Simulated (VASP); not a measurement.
# Al3Cu (P4/mmm) in VASP: a series of runs

Al3Cu is run at these levels: r2SCAN; tasks: single point.

Program: VASP 6.6.1. These are calculated values, not measurements. Logs are shortened: lines on timing, memory, paths and dates and some standing lists are left out, and cuts for length are marked.

**1. The cell of the first run**

The structure is tetragonal, space group P4/mmm (No. 123). Conventional cell: a = 2.774 Å, b = 2.774 Å, c = 7.364 Å, α = 90.00°, β = 90.00°, γ = 90.00°. Al (site symmetry 4/mmm) has 12 Al at 2.77 to 2.83 Å and 2 Cu at 3.68 Å within 3.7 Å. Within 3.4 Å of Al (site symmetry 4mm) lie 4 Cu at 2.56 Å and 9 Al at 2.77 to 3.28 Å. Within 3.4 Å of Cu (site symmetry 4/mmm) lie 8 Al at 2.56 Å and 4 Cu at 2.77 Å.

**2. Single point, r2SCAN (strain +0.000 along x and y, -0.030 along z)**

POSCAR

```
Al3Cu
1.0
    2.7737808629      0.0000000000      0.0000000000
    0.0000000000      2.7737808629      0.0000000000
    0.0000000000      0.0000000000      7.3641072206
Al Cu
3 1
Direct
    0.0000000000      0.0000000000      0.5000000000
    0.5000000000      0.5000000000      0.2226430005
    0.5000000000      0.5000000000      0.7773569995
    0.0000000000      0.0000000000      0.0000000000
```

INCAR.step1

```
PREC = Accurate
ENCUT = 520
ISMEAR = 0
SIGMA = 0.15
LREAL = False
LASPH = True
NELM = 100
NBANDS = 18
GGA = PE
ALGO = Normal
EDIFF = 1E-4
LWAVE = True
LCHARG = False
```

INCAR.step2

```
PREC = Accurate
ENCUT = 520
EDIFF = 1E-6
ISMEAR = 0
SIGMA = 0.15
LREAL = False
LASPH = True
NELM = 100
ALGO = Normal
ISIF = 2
LWAVE = False
LCHARG = False
METAGGA = R2SCAN
LMIXTAU = True
NBANDS = 18
ISTART = 1
```

KPOINTS

```
regular mesh
0
Gamma
  18 18 6
```

Potentials or basis: VASP PAW PBE potentials, release 64 (Al, Cu).

Command:

```console
cat potpaw_PBE.64/Al/POTCAR potpaw_PBE.64/Cu/POTCAR > POTCAR
cp INCAR.step1 INCAR
mpirun -np 1 vasp_std > vasp.out
cp INCAR.step2 INCAR
mpirun -np 1 vasp_std > vasp.out
```

OUTCAR:

```text
PREC = Accurate
   ENCUT = 520
   EDIFF = 1E-6
   ISMEAR = 0
   LREAL = False
   LASPH = True
   NELM = 100
   ISIF = 2
   METAGGA = R2SCAN
   ISTART = 1

 ion  position               nearest neighbor table
   1  0.000  0.000  0.500-   2 2.83   3 2.83   2 2.83   3 2.83   2 2.83   3 2.83   2 2.83   3 2.83

   2  0.500  0.500  0.223-   4 2.56   4 2.56   4 2.56   4 2.56   1 2.83   1 2.83   1 2.83   1 2.83
                             3 3.28
   3  0.500  0.500  0.777-   4 2.56   4 2.56   4 2.56   4 2.56   1 2.83   1 2.83   1 2.83   1 2.83
                             2 3.28
   4  0.000  0.000  0.000-   2 2.56   3 2.56   2 2.56   3 2.56   2 2.56   3 2.56   2 2.56   3 2.56

  LATTYP: Found a simple tetragonal cell.
 ALAT       =     2.7737808629
 C/A-ratio  =     2.6548987049

  Lattice vectors:

 A1 = (   2.7737808629,   0.0000000000,   0.0000000000)
 A2 = (   0.0000000000,   2.7737808629,   0.0000000000)
 A3 = (   0.0000000000,   0.0000000000,   7.3641072206)

Analysis of symmetry for initial positions (statically):
=====================================================================
 Subroutine PRICEL returns:
 Original cell was already a primitive cell.

 Routine SETGRP: Setting up the symmetry group for a
 simple tetragonal supercell.

 Subroutine GETGRP returns: Found 16 space group operations
 (whereof 16 operations were pure point group operations)
 out of a pool of 16 trial point group operations.

The static configuration has the point symmetry D_4h.

Analysis of symmetry for dynamics (positions and initial velocities):
=====================================================================
 Subroutine PRICEL returns:
 Original cell was already a primitive cell.

 Routine SETGRP: Setting up the symmetry group for a
 simple tetragonal supercell.

 Subroutine GETGRP returns: Found 16 space group operations
 (whereof 16 operations were pure point group operations)
 out of a pool of 16 trial point group operations.

The dynamic configuration has the point symmetry D_4h.

 Subroutine INISYM returns: Found 16 space group operations
 (whereof 16 operations are pure point group operations),
 and found     1 'primitive' translations

----------------------------------------------------------------------------------------

                                     Primitive cell

  volume of cell :      56.6584

  direct lattice vectors                    reciprocal lattice vectors
     2.773780863  0.000000000  0.000000000     0.360518747  0.000000000  0.000000000
     0.000000000  2.773780863  0.000000000     0.000000000  0.360518747  0.000000000
     0.000000000  0.000000000  7.364107221     0.000000000  0.000000000  0.135793786

  length of vectors
     2.773780863  2.773780863  7.364107221     0.360518747  0.360518747  0.135793786

  position of ions in fractional coordinates (direct lattice)
     0.000000000  0.000000000  0.500000000
     0.500000000  0.500000000  0.222643000
     0.500000000  0.500000000  0.777357000
     0.000000000  0.000000000  0.000000000

  ion indices of the primitive-cell ions
   primitive index   ion index
                 1           1
                 2           2
                 3           3
                 4           4

----------------------------------------------------------------------------------------

 KPOINTS: regular mesh

Automatic generation of k-mesh.
 Grid dimensions read from file:
 generate k-points for:   18   18    6

 Generating k-lattice:

  Cartesian coordinates                     Fractional coordinates (reciprocal lattice)
     0.020028819  0.000000000  0.000000000     0.055555556  0.000000000  0.000000000
     0.000000000  0.020028819  0.000000000     0.000000000  0.055555556  0.000000000
     0.000000000  0.000000000  0.022632298     0.000000000  0.000000000  0.166666667

  Length of vectors
     0.020028819  0.020028819  0.022632298

  Shift w.r.t. Gamma in fractional coordinates (k-lattice)
     0.000000000  0.000000000  0.000000000

 Subroutine IBZKPT returns following result:
 ===========================================

 Found    220 irreducible k-points:

 Following reciprocal coordinates:
            Coordinates               Weight
  0.000000  0.000000  0.000000      1.000000
  0.055556  0.000000  0.000000      4.000000
  0.111111  0.000000  0.000000      4.000000
  0.166667  0.000000  0.000000      4.000000
  0.222222  0.000000  0.000000      4.000000
  0.277778  0.000000  0.000000      4.000000
[... 16 lines left out ...]
  0.277778  0.111111  0.000000      8.000000
  0.333333  0.111111  0.000000      8.000000
 [... further k-points ...]
   k-points           NKPTS =    220   k-points in BZ     NKDIM =    220   number of bands    NBANDS=     18
   number of dos      NEDOS =    301   number of ions     NIONS =      4
   total plane-waves  NPLWV =  32256
   dimension x,y,z NGX =    24 NGY =   24 NGZ =   56
   dimension x,y,z NGXF=    48 NGYF=   48 NGZF=  112
   ions per type =               3   1
[... 34 lines left out ...]
  Fermi-wavevector in a.u.,A,eV,Ry     =   1.156991  2.186396 18.213146  1.338628
  Thomas-Fermi vector in A             =   2.293606
   LORBIT       =      0    0 simple, 1 ext, 2 COOP (PROOUT), +10 PAW based schemes
   METAGGA = R2SCAN    functional components
   LHFCALC =     F    Hartree Fock is set to
   AEXX    =    0.0000 exact exchange contribution
   IVDW    =     0    specifies the selected vdW correction
   LEPSILON=     F    determine dielectric tensor
   LRPA    =     F    only Hartree local field effects (RPA)
 non-spin polarized calculation
 Gauss-broadening in eV      SIGMA  =   0.15
  energy-cutoff  :      520.00
  volume of cell :       56.66
 maximum number of plane-waves:      1544
 NGX is ok and might be reduce to    24
   NGX = 11   NGY = 11   NGZ = 27

 number of electron      20.0000014 magnetization

 Free energy of the ion-electron system (eV)
  ---------------------------------------------------
  ext. energy  EPLUGINS =         0.00000000
  ---------------------------------------------------
  free energy    TOTEN  =       -31.39762836 eV

  energy without entropy =      -31.38358349  energy(sigma->0) =      -31.39060593

 E-fermi :   8.8453     XC(G=0): -11.8313

 val. band max:        8.8405279449   @ k =   0.2778   0.0556   0.5000
 cond. band min:       8.8665138490   @ k =   0.4444   0.2778   0.1667
 fundamental gap:      0.0259859040
 Fermi energy:         8.8453178089

 k-point     1 :       0.0000    0.0000    0.0000
  band No.  band energies     occupation
      1      -3.2881      2.00000
      2      -0.5687      2.00000
      3      -0.2595      2.00000
      4       3.9795      2.00000
      5       4.1259      2.00000
      6       4.9278      2.00000
[... 10 lines left out ...]
     17      18.5235      0.00000
     18      18.5235      0.00000

 k-point     2 :       0.0556    0.0000    0.0000
  band No.  band energies     occupation
      1      -3.2246      2.00000
      2      -0.5114      2.00000
      3      -0.1961      2.00000
      4       3.9907      2.00000
      5       4.1421      2.00000
      6       4.8893      2.00000
[... 10 lines left out ...]
     17      18.5933      0.00000
     18      18.9040      0.00000

 k-point     3 :       0.1111    0.0000    0.0000
  band No.  band energies     occupation
      1      -3.0343      2.00000
      2      -0.3404      2.00000
      3      -0.0064      2.00000
      4       4.0213      2.00000
      5       4.1887      2.00000
      6       4.7884      2.00000
[... 10 lines left out ...]
     17      18.8016      0.00000
     18      19.3190      0.00000

 k-point     4 :       0.1667    0.0000    0.0000
  band No.  band energies     occupation
      1      -2.7183      2.00000
      2      -0.0580      2.00000
      3       0.3077      2.00000
      4       4.0640      2.00000
      5       4.2579      2.00000
      6       4.6546      2.00000
[... 375 lines left out ...]
      4       4.1787      2.00000
      5       4.3755      2.00000
      6       4.5422      2.00000
[... 10 lines left out ...]
     17      19.3728      0.00000
     18      20.5964      0.00000

 k-point    23 :       0.2778    0.1111    0.0000
  band No.  band energies     occupation
      1      -1.4694      2.00000
      2       1.0292      2.00000
      3       1.5293      2.00000
      4       4.2006      2.00000
      5       4.4087      2.00000
      6       4.4277      2.00000
[... 10 lines left out ...]
     17      17.9801      0.00000
     18      19.4605      0.00000

 k-point    24 :       0.3333    0.1111    0.0000
  band No.  band energies     occupation
      1      -0.7938      2.00000
      2       1.5828      2.00000
      3       2.1684      2.00000
      4       4.0870      2.00000
      5       4.2896      2.00000
      6       4.4629      2.00000
[... 10 lines left out ...]
     17      17.3783      0.00000
     18      18.7464      0.00000

 [... further k-points ...]

------------------------ aborting loop because EDIFF is reached ----------------------------------------

  FORCE on cell =-STRESS in cart. coord.  units (eV):
  Direction    XX          YY          ZZ          XY          YZ          ZX
  --------------------------------------------------------------------------------------
  -------------------------------------------------------------------------------------
  Total        0.6805786      0.6805786      2.1237035      0.0000000      0.0000000     -0.0000000
  in kB       19.2452912     19.2452912     60.0537421      0.0000000      0.0000000     -0.0000000
  external PRESSURE =      32.8481082 kB  Pullay stress =       0.0000000 kB

 VOLUME and BASIS-vectors are now :
 -----------------------------------------------------------------------------
  energy-cutoff  :      520.00
  volume of cell :       56.66
      direct lattice vectors                 reciprocal lattice vectors
     2.773780863  0.000000000  0.000000000     0.360518747  0.000000000  0.000000000
     0.000000000  2.773780863  0.000000000     0.000000000  0.360518747  0.000000000
     0.000000000  0.000000000  7.364107221     0.000000000  0.000000000  0.135793786

 POSITION                                       TOTAL-FORCE (eV/Angst)
 -----------------------------------------------------------------------------------
      0.00000      0.00000      3.68205         0.000000      0.000000      0.000000
      1.38689      1.38689      1.63957         0.000000     -0.000000      0.088901
      1.38689      1.38689      5.72454         0.000000      0.000000     -0.088901
      0.00000      0.00000      0.00000         0.000000      0.000000      0.000000
 -----------------------------------------------------------------------------------
    total drift:                                0.000000      0.000000     -0.000000

  FREE ENERGIE OF THE ION-ELECTRON SYSTEM (eV)
  ---------------------------------------------------
  free  energy   TOTEN  =       -31.3976283624 eV

  energy  without entropy=      -31.3835834893  energy(sigma->0) =      -31.39060593
```

Run time: 5.3 min. Hardware: 1 thread of Intel Xeon 6975P-C (Granite Rapids), shared host; peak memory 0.33 GiB.

What came out:

```yaml
Free_energy: -31.3976 eV
Pressure: 3.3 GPa
Largest_force: 0.089 eV/Å
Band_gap_on_the_k_mesh: zero (band 10 reaches 13.91 eV, above the bottom of band 11 at 6.83 eV)
```

Forces in eV/Å, atoms in the order of the input:
```
Al   0.000  0.000  0.000
Al   0.000  0.000  0.089
Al   0.000  0.000 -0.089
Cu   0.000  0.000  0.000
```

Levels at points of the mesh, in eV from the Fermi level:
| k point | band 6 | band 7 | band 8 | band 9 | band 10 | band 11 | band 12 | band 13 | band 14 | band 15 |
| --- | --- | --- | --- | --- | --- | --- | --- | --- | --- | --- |
| (0.00, 0.00, 0.00) | -3.92 | -3.92 | -3.52 | -1.61 | 1.03 | 6.47 | 6.92 | 6.92 | 8.24 | 9.60 |
| (0.50, 0.00, 0.00) | -4.50 | -4.02 | -3.87 | -3.81 | -2.42 | -2.02 | 3.11 | 4.45 | 4.73 | 6.01 |
| (0.50, 0.50, 0.00) | -2.95 | -2.95 | -0.68 | -0.49 | 0.03 | 0.03 | 0.48 | 0.48 | 0.52 | 2.62 |
| (0.00, 0.00, 0.50) | -3.92 | -3.92 | -3.70 | -3.52 | 5.05 | 6.47 | 6.57 | 7.56 | 7.56 | 7.66 |
| (0.50, 0.00, 0.50) | -4.61 | -4.02 | -3.81 | -2.88 | -1.05 | -0.84 | 0.16 | 1.19 | 9.57 | 9.76 |
| (0.50, 0.50, 0.50) | -2.17 | -2.17 | -1.94 | -1.94 | -0.72 | -0.69 | 0.46 | 1.91 | 3.43 | 3.43 |

Caveat: the cell differs from its parent crystal (strain +0.000 along x and y, -0.030 along z); the PAW data sets were made with another functional, which shifts forces and pressure a little.

**3. Single point, r2SCAN (strain -0.015 along x and y, +0.000 along z)**

POSCAR

```
Al3Cu
1.0
    2.7321741500      0.0000000000      0.0000000000
    0.0000000000      2.7321741500      0.0000000000
    0.0000000000      0.0000000000      7.5918631140
Al Cu
3 1
Direct
    0.0000000000      0.0000000000      0.5000000000
    0.5000000000      0.5000000000      0.2226430005
    0.5000000000      0.5000000000      0.7773569995
    0.0000000000      0.0000000000      0.0000000000
```

INCAR.step1

```
SYSTEM = Al3Cu
PREC = Accurate
ENCUT = 520
ISMEAR = 0
SIGMA = 0.15
LREAL = .FALSE.
LASPH = .TRUE.
NELM = 60
NBANDS = 18
GGA = PE
ALGO = Normal
EDIFF = 1E-4
LWAVE = .TRUE.
LCHARG = .FALSE.
```

INCAR.step2

```
SYSTEM = Al3Cu
PREC = Accurate
ENCUT = 520
EDIFF = 1E-6
ISMEAR = 0
SIGMA = 0.15
LREAL = .FALSE.
LASPH = .TRUE.
NELM = 60
ALGO = Normal
ISIF = 2
LWAVE = .FALSE.
LCHARG = .TRUE.
METAGGA = R2SCAN
LMIXTAU = .TRUE.
LELF = .TRUE.
LVHAR = .TRUE.
NBANDS = 18
ISTART = 1
```

KPOINTS

```
Automatic mesh
0
G
  18 18 6
  0 0 0
```

Potentials or basis: VASP PAW PBE potentials, release 64 (Al, Cu).

Command:

```console
cat potpaw_PBE.64/Al/POTCAR potpaw_PBE.64/Cu/POTCAR > POTCAR
cp INCAR.step1 INCAR
mpirun -np 1 vasp_std > vasp.out
cp INCAR.step2 INCAR
mpirun -np 1 vasp_std > vasp.out
```

Run time: 4.7 min. Hardware: 1 thread of Intel Xeon 6975P-C (Granite Rapids), shared host; peak memory 0.32 GiB.

Results (log left out):

```
Free energy            : -31.4061 eV
Pressure               : 3.4 GPa
Largest force          : 0.155 eV/Å
Band gap on the k mesh : zero (band 10 reaches 13.02 eV, above the bottom of band 11 at 6.91 eV)
```

Forces on the atoms (eV/Å):
```
Al   0.000  0.000  0.000
Al   0.000  0.000  0.155
Al   0.000  0.000 -0.155
Cu   0.000  0.000  0.000
```

Stress tensor (GPa, compression positive):
```
4.43 0.00 0.00
0.00 4.43 0.00
0.00 0.00 1.30
```

Levels at points of the mesh, in eV from the Fermi level:
| k point | band 7 | band 8 | band 9 | band 10 | band 11 | band 12 | band 13 | band 14 |
| --- | --- | --- | --- | --- | --- | --- | --- | --- |
| (0.00, 0.00, 0.00) | -3.88 | -3.46 | -2.24 | 0.35 | 6.81 | 7.54 | 7.54 | 8.42 |
| (0.50, 0.00, 0.00) | -3.97 | -3.94 | -3.77 | -2.52 | -1.95 | 2.64 | 4.04 | 4.22 |
| (0.50, 0.50, 0.00) | -2.71 | -0.42 | -0.23 | 0.13 | 0.13 | 0.49 | 0.49 | 0.63 |
| (0.00, 0.00, 0.50) | -3.88 | -3.88 | -3.46 | 4.04 | 5.66 | 6.80 | 8.13 | 8.13 |
| (0.50, 0.00, 0.50) | -3.97 | -3.77 | -2.85 | -1.19 | -1.15 | 0.03 | 0.91 | 8.99 |
| (0.50, 0.50, 0.50) | -1.96 | -1.79 | -1.79 | -0.45 | -0.44 | 0.67 | 2.19 | 3.41 |

Caveat: the cell differs from its parent crystal (strain -0.015 along x and y, +0.000 along z); the PAW data sets were made with another functional, which shifts forces and pressure a little.

**4. Single point, r2SCAN (strain +0.000 along x and y, -0.015 along z)**

POSCAR

```
Al3Cu
1.0
    2.7737808629      0.0000000000      0.0000000000
    0.0000000000      2.7737808629      0.0000000000
    0.0000000000      0.0000000000      7.4779851673
Al Cu
3 1
Direct
    0.0000000000      0.0000000000      0.5000000000
    0.5000000000      0.5000000000      0.2226430005
    0.5000000000      0.5000000000      0.7773569995
    0.0000000000      0.0000000000      0.0000000000
```

INCAR.step1

```
SYSTEM = Al3Cu
PREC     = Accurate       ! precision mode
ENCUT    = 520            ! plane-wave cutoff, eV
ISMEAR   = 0              ! smearing method
SIGMA    = 0.15           ! smearing width, eV
LREAL    = .FALSE.        ! projectors in reciprocal space
LASPH    = .TRUE.         ! aspherical terms in the spheres
NELM     = 60             ! most SCF steps
NBANDS   = 18             ! bands
GGA      = PE             ! functional
ALGO     = Normal         ! electronic algorithm
EDIFF    = 1E-4           ! SCF threshold, eV
LWAVE    = .TRUE.         ! write WAVECAR
LCHARG   = .FALSE.        ! write CHGCAR
```

INCAR.step2

```
SYSTEM = Al3Cu
PREC     = Accurate       ! precision mode
ENCUT    = 520            ! plane-wave cutoff, eV
EDIFF    = 1E-7           ! SCF threshold, eV
ISMEAR   = 0              ! smearing method
SIGMA    = 0.15           ! smearing width, eV
LREAL    = .FALSE.        ! projectors in reciprocal space
LASPH    = .TRUE.         ! aspherical terms in the spheres
NELM     = 60             ! most SCF steps
ALGO     = Normal         ! electronic algorithm
ISIF     = 2              ! what is computed and relaxed
LWAVE    = .FALSE.        ! write WAVECAR
LCHARG   = .TRUE.         ! write CHGCAR
METAGGA  = R2SCAN         ! meta-GGA
LMIXTAU  = .TRUE.       
LELF     = .TRUE.         ! ELF
LVHAR    = .TRUE.       
NBANDS   = 18             ! bands
ISTART   = 1
```

KPOINTS is that of step 3.

Command:

```console
cat potpaw_PBE.64/Al/POTCAR potpaw_PBE.64/Cu/POTCAR > POTCAR
cp INCAR.step1 INCAR
mpirun -np 1 vasp_std > vasp.out
cp INCAR.step2 INCAR
mpirun -np 1 vasp_std > vasp.out
```

Wall time 6.4 min (1 thread of Intel Xeon 6975P-C (Granite Rapids), shared host); peak memory 0.33 GiB.

Results (log left out):

- Free energy: -31.4217 eV
- Pressure: 1.5 GPa
- Largest force: 0.071 eV/Å
- Band gap on the k mesh: zero (band 10 reaches 13.45 eV, above the bottom of band 11 at 6.69 eV)

Forces on the atoms (eV/Å):
```
Al   0.000  0.000  0.000
Al   0.000  0.000  0.071
Al   0.000  0.000 -0.071
Cu   0.000  0.000  0.000
```

Stress tensor (GPa, compression positive):
```
0.78 0.00 0.00
0.00 0.78 0.00
0.00 0.00 2.82
```

Levels at points of the mesh, in eV from the Fermi level:
| k point | band 6 | band 7 | band 8 | band 9 | band 10 | band 11 | band 12 | band 13 | band 14 | band 15 |
| --- | --- | --- | --- | --- | --- | --- | --- | --- | --- | --- |
| (0.00, 0.00, 0.00) | -3.85 | -3.85 | -3.46 | -1.81 | 0.78 | 6.57 | 7.04 | 7.04 | 8.27 | 9.63 |
| (0.50, 0.00, 0.00) | -4.44 | -3.95 | -3.85 | -3.75 | -2.45 | -1.99 | 2.93 | 4.25 | 4.51 | 5.74 |
| (0.50, 0.50, 0.00) | -2.84 | -2.84 | -0.58 | -0.41 | 0.08 | 0.08 | 0.48 | 0.48 | 0.59 | 2.57 |
| (0.00, 0.00, 0.50) | -3.85 | -3.85 | -3.72 | -3.46 | 4.67 | 6.21 | 6.56 | 7.65 | 7.65 | 7.77 |
| (0.50, 0.00, 0.50) | -4.54 | -3.95 | -3.75 | -2.83 | -1.08 | -0.95 | 0.11 | 1.05 | 9.35 | 9.44 |
| (0.50, 0.50, 0.50) | -2.06 | -2.06 | -1.87 | -1.87 | -0.62 | -0.60 | 0.54 | 1.93 | 3.43 | 3.43 |

Caveat: the cell differs from its parent crystal (strain +0.000 along x and y, -0.015 along z); the PAW data sets were made with another functional, which shifts forces and pressure a little.

**5. Overview**

| cell | gap on the mesh (eV) | pressure (GPa) | largest force (eV/Å) |
| --- | --- | --- | --- |
| a = 2.774, b = 2.774, c = 7.364 Å, 4 atoms | none | 3.3 | 0.09 |
| a = 2.732, b = 2.732, c = 7.592 Å, 4 atoms | none | 3.4 | 0.16 |
| a = 2.774, b = 2.774, c = 7.478 Å, 4 atoms | none | 1.5 | 0.07 |

Alike in all rows: task single point; level r2SCAN; potentials or basis VASP PAW PBE potentials, release 64 (Al, Cu); no spin polarisation; k mesh 18 × 18 × 6; cutoff (eV) 520; smearing gaussian 0.15 eV.

Caveats: the PAW data sets were made with another functional, which shifts forces and pressure a little.

Absolute energies hang on the potentials; compare differences alone.
